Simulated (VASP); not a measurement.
Set up this calculation in VASP 6.6.1, as the native input.

| Item | Value |
| --- | --- |
| Task | single point |
| Functional | PBE |
| Potentials or basis | VASP PAW PBE potentials, release 64 (Na_pv, Mg, Sc_sv, C, N) |
| Cutoff | 520 eV |
| k mesh | 4 × 4 × 4 |
| Occupations | gaussian, width 0.1 eV |
| Spin | no spin polarisation |
| Dipole correction | no |
| Further INCAR settings | LREAL = Auto; ALGO = Normal; EDIFF = 1e-06; NBANDS = 54 |

The structure of Na2MgScC6N6 lies in POSCAR:

```
Na2MgScC6N6
1.0
    0.0000000000      5.6131118680      5.6131118680
    5.6131118680      0.0000000000      5.6131118680
    5.6131118680      5.6131118680      0.0000000000
Na Mg Sc C N
2 1 1 6 6
Direct
    0.2500000000      0.2500000000      0.2500000000
    0.7500000000      0.7500000000      0.7500000000
    0.5000000000      0.5000000000      0.5000000000
    0.0000000000      0.0000000000      0.0000000000
    0.7947730430      0.2052269570      0.2052269570
    0.2052269570      0.7947730430      0.2052269570
    0.2052269570      0.2052269570      0.7947730430
    0.2052269570      0.7947730430      0.7947730430
    0.7947730430      0.2052269570      0.7947730430
    0.7947730430      0.7947730430      0.2052269570
    0.6902148240      0.3097851760      0.3097851760
    0.3097851760      0.6902148240      0.3097851760
    0.3097851760      0.3097851760      0.6902148240
    0.3097851760      0.6902148240      0.6902148240
    0.6902148240      0.3097851760      0.6902148240
    0.6902148240      0.6902148240      0.3097851760
```

The input as run:

INCAR

```
  ALGO = Normal
  EDIFF = 1E-6
  ENCUT = 520
  GGA = PE
  ISIF = 2
  ISMEAR = 0
  LASPH = True
  LCHARG = False
  LREAL = Auto
  LWAVE = False
  NBANDS = 54
  NELM = 60
  PREC = Accurate
  SIGMA = 0.1
```

KPOINTS

```
k-points
0
Gamma
  4 4 4
```

Potentials or basis: VASP PAW PBE potentials, release 64 (Na_pv, Mg, Sc_sv, C, N).

Run with:

```sh
$ cat potpaw_PBE.64/Na_pv/POTCAR potpaw_PBE.64/Mg/POTCAR potpaw_PBE.64/Sc_sv/POTCAR potpaw_PBE.64/C/POTCAR potpaw_PBE.64/N/POTCAR > POTCAR
$ mpirun -np 1 vasp_std > vasp.out
```

It gave:

```
Pressure      : 0.5 GPa
Largest force : 0.389 eV/Å
```

Wall time 3.6 min on 1 thread of Intel(R) Xeon(R) Platinum 8488C (Sapphire Rapids) (shared host), peak memory 0.53 GiB.
